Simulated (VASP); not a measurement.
# SnO: single point with PBE

SnO:

```
Sn O
1.0
     3.94450    0.00000    0.00000
     0.00000    3.94450    0.00000
     0.00000    0.00000    5.07193
Sn O
2 2
Cartesian
  -0.1275 1.9723 1.1589
  2.0998 0.0000 3.9131
  0.0137 0.0000 0.0000
  1.9585 1.9723 0.0000
```

| Property | Result |
| --- | --- |
| Program | VASP 6.6.1 |
| Task | single point |
| Functional | PBE |
| Potentials or basis | VASP PAW PBE potentials, release 64 (Sn_d, O) |
| Cutoff | 520 eV |
| k mesh | 10 × 10 × 8 |
| Occupations | gaussian, width 0.05 eV |
| Spin | no spin polarisation |

```json
{
  "Pressure": "-2.4 GPa",
  "Largest force": "0.557 eV/Å",
  "Band gap on the k mesh": "0.71 eV, indirect (least direct gap 1.85 eV)"
}
```

Forces in eV/Å, atoms in the order of the input:
```
Sn   0.525  0.000 -0.187
Sn  -0.525  0.000  0.187
O   -0.076  0.000  0.098
O    0.076  0.000 -0.098
```

Stress tensor (GPa, compression positive):
```
-2.64  0.00  2.21
 0.00 -3.44  0.00
 2.21  0.00 -1.07
```

Levels at points of the mesh, in eV from the valence-band top:
| k point | band 16 | band 17 | band 18 | band 19 | band 20 | band 21 | band 22 | band 23 | band 24 | band 25 |
| --- | --- | --- | --- | --- | --- | --- | --- | --- | --- | --- |
| (0.00, 0.00, 0.00) | -5.32 | -2.83 | -2.61 | -2.60 | -0.01 | 1.84 | 4.14 | 4.88 | 5.00 | 5.56 |
| (0.50, 0.00, 0.00) | -4.22 | -4.15 | -4.00 | -2.31 | -1.80 | 3.05 | 3.18 | 5.59 | 5.65 | 5.68 |
| (0.00, 0.50, 0.00) | -4.25 | -4.07 | -4.07 | -2.06 | -2.06 | 3.07 | 3.07 | 5.54 | 5.54 | 6.00 |
| (0.50, 0.50, 0.00) | -4.31 | -2.00 | -2.00 | -1.60 | -1.60 | 0.71 | 0.71 | 4.71 | 4.71 | 6.81 |
| (0.00, 0.00, 0.50) | -3.35 | -2.88 | -2.63 | -2.62 | -1.60 | 1.65 | 3.35 | 3.53 | 3.70 | 7.21 |
| (0.50, 0.00, 0.50) | -4.53 | -4.18 | -3.99 | -1.45 | -1.17 | 2.53 | 2.62 | 5.10 | 5.88 | 6.14 |
| (0.00, 0.50, 0.50) | -4.62 | -4.08 | -4.08 | -1.31 | -1.31 | 2.57 | 2.57 | 5.50 | 5.50 | 6.35 |
| (0.50, 0.50, 0.50) | -4.66 | -2.18 | -2.18 | -2.00 | -2.00 | 2.81 | 2.81 | 3.80 | 3.80 | 5.49 |

It took 12 min on 1 thread of Intel Xeon 8259CL, on a shared host, peak memory 0.52 GiB.

Caveat: spin-orbit coupling is left out, which moves the levels of the heavy elements. A hybrid or GW would open this gap; PBE tends to underestimate it.
